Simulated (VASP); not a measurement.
The system is In2O3.

```
In O
1.0
     2.74350    1.58396    4.83667
    -2.74350    1.58396    4.83667
     0.00000   -3.16792    4.83667
In O
4 6
Direct
  0.35731 0.35731 0.35731
  0.14269 0.14269 0.14269
  0.64269 0.64269 0.64269
  0.85731 0.85731 0.85731
  0.54800 0.95200 0.25000
  0.25000 0.54800 0.95200
  0.75000 0.45200 0.04800
  0.95200 0.25000 0.54800
  0.45200 0.04800 0.75000
  0.04800 0.75000 0.45200
```

- Program: VASP 6.6.1
- Task: relaxation of cell and atoms
- Functional: LDA
- Potentials or basis: VASP PAW LDA potentials, release 64 (In_d, O)
- Cutoff: 600 eV
- k mesh: 6 × 6 × 6
- Occupations: gaussian, width 0.01 eV
- Spin: no spin polarisation

At the start: pressure -2.7 GPa; volume 12.61 Å³/atom.

Question: Where does the relaxation end?

Answer: Over 8 steps the energy falls by 2.4 meV/atom and the volume is 12.41 Å³/atom (-1.6 %); space group R-3c (No. 167, to 0.1 Å) before and after.

Step by step:
| step | energy change (eV) | largest force (eV/Å) | pressure (GPa) | volume (Å³) |
| --- | --- | --- | --- | --- |
| 1 | 0.0000 | 0.1738 | -2.67 | 126.11 |
| 2 | -0.0034 | 0.1055 | 3.06 | 122.31 |
| 3 | -0.0201 | 0.1064 | 0.23 | 124.10 |
| 4 | -0.0224 | 0.0536 | 0.02 | 124.21 |
| 5 | -0.0225 | 0.0694 | -0.04 | 124.25 |
| 6 | -0.0232 | 0.0373 | -0.04 | 124.22 |
| 7 | -0.0234 | 0.0091 | -0.04 | 124.20 |
| 8 | -0.0235 | 0.0038 | 0.03 | 124.13 |

Final structure:
```
In O
1.0
     2.73294    1.57786    4.79755
    -2.73294    1.57786    4.79755
     0.00000   -3.15572    4.79755
In O
4 6
Direct
  0.35760 0.35760 0.35760
  0.14240 0.14240 0.14240
  0.64240 0.64240 0.64240
  0.85760 0.85760 0.85760
  0.54549 0.95451 0.25000
  0.25000 0.54549 0.95451
  0.75000 0.45451 0.04549
  0.95451 0.25000 0.54549
  0.45451 0.04549 0.75000
  0.04549 0.75000 0.45451
```
